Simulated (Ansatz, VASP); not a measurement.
# Mo: VASP beside Ansatz

```xyz
1
Lattice="2.5969 0.0000 0.0000 0.0000 2.5969 0.0000 0.0000 0.0000 2.5969" Properties=species:S:1:pos:R:3 pbc="T T T"
Mo    0.0000    0.0000    0.0000
```

Alike in both runs: functional PBE; k mesh 6 × 6 × 6; occupations gaussian, width 0.1 eV; no spin polarisation.

Ansatz relaxed the structure, and its values are those at the end. VASP's run is a single point on that final structure, the one shown.

|  | VASP | Ansatz |
| --- | --- | --- |
| version | VASP 6.6.1 | Ansatz 0.2.0 |
| potentials or method | VASP PAW PBE potentials, release 64 (Mo_sv), cutoff 520 eV | scalar-relativistic, plane waves, PAW |
| valence electrons in the cell | 14 | 14 |

|  | VASP | Ansatz | Ansatz less VASP |
| --- | --- | --- | --- |
| gap on the k mesh at the Fermi level (eV) | none | none | - |
| pressure (GPa) | 0.5 | 0.0 | -0.44 |

A gap of «none» marks a metal or a gap that the smearing closes.

The k mesh is coarse, so the values compare programs but aren't converged.
